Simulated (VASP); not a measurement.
A run of VASP 6.6.1 is set up as follows.

File INCAR:

```
SYSTEM = Ga
ALGO = Normal
EDIFF = 1E-6
ENCUT = 520
GGA = PE
ISIF = 2
ISMEAR = -1
LASPH = .True.
LCHARG = .True.
LELF = .True.
LREAL = .False.
LVHAR = .True.
LWAVE = .False.
NBANDS = 12
NELM = 80
PREC = Accurate
SIGMA = 0.05
```

File KPOINTS:

```
k-points
0
Gamma
  21 21 21
  0 0 0
```

File POSCAR:

```
Ga
1.0
   -1.2646764525      1.2646764525      1.2646764525
    1.2646764525     -1.2646764525      1.2646764525
    1.2646764525      1.2646764525     -1.2646764525
Ga
1
Direct
    0.0000000000      0.0000000000      0.0000000000
```

Potentials or basis: VASP PAW PBE potentials, release 64 (Ga_d).

Run with:

```bash
$ cat potpaw_PBE.64/Ga_d/POTCAR > POTCAR
$ mpirun -np 1 vasp_std > vasp.out
```

Task: What does it give for the pressure?

Result: 333.5 GPa.
